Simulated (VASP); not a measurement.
LiNbO3, 10 atoms in the cell. The structure is trigonal, space group R3c (No. 161). The conventional cell has a = 5.135 Å, b = 5.135 Å, c = 13.825 Å, α = 90.00°, β = 90.00°, γ = 120.00°. Within 2.7 Å of Li (site symmetry 3) lie 6 O at 2.05 to 2.24 Å. Nb (site symmetry 3) has 6 O at 1.88 to 2.12 Å within 2.5 Å. O (site symmetry 1) has 2 Nb at 1.88 to 2.12 Å and 2 Li at 2.05 to 2.24 Å within 2.5 Å. 

- Program: VASP 6.6.1
- Task: single point
- Functional: PBEsol
- Potentials or basis: VASP PAW PBE potentials, release 64 (Li_sv, Nb_sv, O)
- Cutoff: 520 eV
- k mesh: 6 × 6 × 6
- Occupations: gaussian, width 0.02 eV
- Spin: no spin polarisation
- Dipole correction: no
- Further INCAR settings: ALGO = Normal; EDIFF = 1e-06; NBANDS = 45

Potentials or basis: VASP PAW PBE potentials, release 64 (Li_sv, Nb_sv, O).

Launch:

```sh
$ cat potpaw_PBE.64/Li_sv/POTCAR potpaw_PBE.64/Nb_sv/POTCAR potpaw_PBE.64/O/POTCAR > POTCAR
$ mpirun -np 1 vasp_std > vasp.out
```

Hardware: 1 thread of Intel(R) Xeon(R) 6975P-C (Granite Rapids) (shared host).

Question: Estimate the wall time of this run.

Answer: Run time: 100 s on 1 thread of Intel(R) Xeon(R) 6975P-C (Granite Rapids), on a shared host, peak memory 0.31 GiB. Counts: scf iterations 14, k points 32.
